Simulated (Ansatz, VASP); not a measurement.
One calculation of BAs, two programs

INCAR

```
PREC = Accurate ; ENCUT = 520
EDIFF = 1E-6 ; ISMEAR = 0
SIGMA = 0.5 ; LREAL = False
LASPH = True ; NELM = 60
ALGO = Normal ; ISIF = 2
LWAVE = False ; LCHARG = False
LDIPOL = True ; IDIPOL = 3
DIPOL = 0.5 0.5 0.500 ; GGA = PE
NBANDS = 26
```

File KPOINTS:

```
regular mesh
0
Gamma
  9 9 1
```

File POSCAR:

```
BAs
1.0
    3.4003508765      0.0000000000      0.0000000000
   -1.7001754383      2.9447902409      0.0000000000
    0.0000000000      0.0000000000     24.0232183101
As B
4 4
Direct
    0.0000000000      0.0000000000      0.3121979704
    0.3333333333      0.6666666667      0.4277684502
    0.6666666667      0.3333333333      0.5433389299
    0.0000000000      0.0000000000      0.6589094096
    0.3333333333      0.6666666667      0.3410905904
    0.6666666667      0.3333333333      0.4566610701
    0.0000000000      0.0000000000      0.5722315498
    0.3333333333      0.6666666667      0.6878020296
```

Input for Ansatz:

```yaml
crystal:
  lattice:
    - [3.4003508765, 0.0, 0.0]
    - [-1.7001754383, 2.9447902409, 0.0]
    - [0.0, 0.0, 24.0232183101]
  atoms:
    - { symbol: As, position: [0.0, 0.0, 0.3121979704] }
    - { symbol: B, position: [0.3333333333, 0.6666666667, 0.3410905904] }
    - { symbol: As, position: [0.3333333333, 0.6666666667, 0.4277684502] }
    - { symbol: B, position: [0.6666666667, 0.3333333333, 0.4566610701] }
    - { symbol: As, position: [0.6666666667, 0.3333333333, 0.5433389299] }
    - { symbol: B, position: [0.0, 0.0, 0.5722315498] }
    - { symbol: As, position: [0.0, 0.0, 0.6589094096] }
    - { symbol: B, position: [0.3333333333, 0.6666666667, 0.6878020296] }
basis:
  ecutwfc: 420
kpoints:
  mp_grid: { grid: [9, 9, 1] }
hamiltonian:
  xc: pbe
scf:
  occupations: { method: gaussian, width: 0.5 }
output:
  forces: true
  stress: true
  eigenvalues: true
efield:
  axis: 3
  dipole_correction: true
  ramp_width: 0.04
```

Alike in both runs: task single point; functional PBE; k mesh 9 × 9 × 1; occupations gaussian, width 0.5 eV; no spin polarisation.

```csv
,VASP,Ansatz
version,VASP 6.6.1,Ansatz 0.2.0
potentials or method,"VASP PAW PBE potentials, release 64 (As, B), cutoff 520 eV","scalar-relativistic, plane waves, PAW"
valence electrons in the cell,32,72
```

|  | VASP | Ansatz | Ansatz less VASP |
| --- | --- | --- | --- |
| gap on the k mesh at the Fermi level (eV) | none | none | - |
| rms of the force components (eV/Å) | 0.577 | 0.580 | +0.0030 |

A gap of «none» marks a metal or a gap that the smearing closes. The functional is the same, so the differences come from potentials, cutoffs and numerics. VASP's potentials hold 32 valence electrons a cell and Ansatz's 72, so a difference there can come from the potentials and not from the codes.
